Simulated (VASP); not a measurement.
Runs of VASP 6.6.1 on CoSi (CsCl type). The structure is that of space group Pm-3m (No. 221), or close to it. The cells are those of the table. 

```tsv
task	cell	cutoff (eV)	k mesh for the DOS	occupations for the DOS	gap on the mesh (eV)	pressure (GPa)
single point	a = 2.581 Å, 2 atoms	600	-	-	none	79.6
single point	a = 2.664 Å, 2 atoms	600	-	-	none	(a)
relaxation of cell and atoms	relaxed from a = 2.714 Å, 2 atoms	600	-	-	none	0.1
single point	a = 2.780 Å, 2 atoms	600	-	-	none	-0.2
```

Alike in all rows: level PBE; potentials or basis VASP PAW PBE potentials, release 64 (Co, Si); no spin polarisation; k mesh 14 × 14 × 14; smearing fermi-dirac 0.1 eV.

Problem. Fill in the values left out.

Solution. (a) 36.3.

A gap of «none» marks levels without a gap at the run's occupations.
